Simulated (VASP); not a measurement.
Here is a VASP 6.6.1 calculation.

Contents of POSCAR:

```
GaN
1.0
    0.0000000000      2.2535006100      2.2535006100
    2.2535006100      0.0000000000      2.2535006100
    2.2535006100      2.2535006100      0.0000000000
Ga N
1 1
Direct
    0.0000000000      0.0000000000      0.0000000000
    0.7500000000      0.7500000000      0.7500000000
```

File INCAR.step1:

```
PREC = Accurate ; ENCUT = 600
ISMEAR = 1 ; SIGMA = 0.02
LREAL = False ; LASPH = True
NELM = 100 ; GGA = PE
ALGO = Normal ; EDIFF = 1E-4
LWAVE = True ; LCHARG = False
```

Contents of INCAR.step2:

```
PREC = Accurate ; ENCUT = 600
EDIFF = 1E-7 ; ISMEAR = 1
SIGMA = 0.02 ; LREAL = False
LASPH = True ; NELM = 100
ALGO = Normal ; ISIF = 3
LWAVE = False ; LCHARG = False
METAGGA = R2SCAN ; LMIXTAU = True
LUSE_VDW = True ; IVDW_NL = 2
BPARAM = 11.95 ; CPARAM = 0.0093
IBRION = 2 ; NSW = 80
EDIFFG = -0.05 ; ISTART = 1
```

The input KPOINTS:

```
Automatic mesh
0
Gamma
  8 8 8
```

Potentials or basis: VASP PAW PBE potentials, release 64 (Ga_d, N).

Launch:

```console
$ cat potpaw_PBE.64/Ga_d/POTCAR potpaw_PBE.64/N/POTCAR > POTCAR
$ cp INCAR.step1 INCAR
$ mpirun -np 1 vasp_std > vasp.out
$ cp INCAR.step2 INCAR
$ mpirun -np 1 vasp_std > vasp.out
```

Question: Predict the relaxed volume.

Answer: 11.36 Å³/atom.

Question: Predict the relaxed cell.

Answer: a = 3.179 Å, b = 3.179 Å, c = 3.179 Å, α = 60.00°, β = 60.00°, γ = 60.00°.

Question: What does it give for the space group after relaxing (to 0.05 Å)?

Answer: F-43m (No. 216).

Question: What does it give for the band gap on the k mesh?

Answer: 2.13 eV, direct.

Final structure:
```
Ga N
1.0
     0.00000    2.24792    2.24792
     2.24792    0.00000    2.24792
     2.24792    2.24792    0.00000
Ga N
1 1
Direct
  0.00000 0.00000 0.00000
  0.75000 0.75000 0.75000
```

Caveat: the PAW data sets were made with another functional, which shifts forces and pressure a little. r2SCAN opens gaps a little over a GGA but as a rule still falls short of measured ones.
